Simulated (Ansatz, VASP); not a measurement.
## HfN: VASP beside Ansatz

```
Hf N
1.0
     0.00000    2.27396    2.27396
     2.27396    0.00000    2.27396
     2.27396    2.27396    0.00000
Hf N
1 1
Direct
  0.00000 0.00000 0.00000
  0.50000 0.50000 0.50000
```

Change from the starting cell: volume scaled by 1.02, PAW files.

Alike in both runs: task electric field gradients; functional PBE; k mesh 10 × 10 × 10; occupations fermi-dirac, width 0.03 eV; no spin polarisation.

```csv
,VASP,Ansatz
version,VASP 6.6.1,Ansatz 0.2.0
potentials or method,"VASP PAW PBE potentials, release 64 (Hf_pv, N)","PAW with Ansatz's default frozen-core files, scalar-relativistic"
plane-wave cutoff (eV),520,420
valence electrons in the cell,15,31
```

Ansatz gave:

* pressure (GPa): 0.0

Question: Which values does VASP return?

Answer: Pressure (GPa): -2.3.

VASP's potentials hold 15 valence electrons a cell and Ansatz's 31, so a difference there can come from the potentials and not from the codes.

Spin-orbit coupling is off throughout.
